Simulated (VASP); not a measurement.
Here is a VASP 6.6.1 calculation.

The input INCAR:

```
  ALGO = Normal
  EDIFF = 1E-7
  ENCUT = 520
  GGA = PE
  ISIF = 2
  ISMEAR = -1
  LASPH = True
  LCHARG = False
  LREAL = False
  LWAVE = False
  NBANDS = 16
  NELM = 100
  PREC = Accurate
  SIGMA = 0.1
```

File KPOINTS:

```
k-points
0
Gamma
  12 12 12
```

The input POSCAR:

```
HgTe
1.0
    0.0000000000      3.0095156090      3.0095156090
    3.0095156090      0.0000000000      3.0095156090
    3.0095156090      3.0095156090      0.0000000000
Hg Te
1 1
Direct
    0.0000000000      0.0000000000      0.0000000000
    0.5000000000      0.5000000000      0.5000000000
```

Potentials or basis: VASP PAW PBE potentials, release 64 (Hg, Te).

Launch:

```bash
$ cat potpaw_PBE.64/Hg/POTCAR potpaw_PBE.64/Te/POTCAR > POTCAR
$ mpirun -np 1 vasp_std > vasp.out
```

What does it give for the band gap on the k mesh?

Zero (bands 9 and 10 overlap by 2.74 eV).

Predict the pressure.

3.5 GPa.

Caveat: the cell stands under pressure; spin-orbit coupling is left out, which moves the levels of the heavy elements.
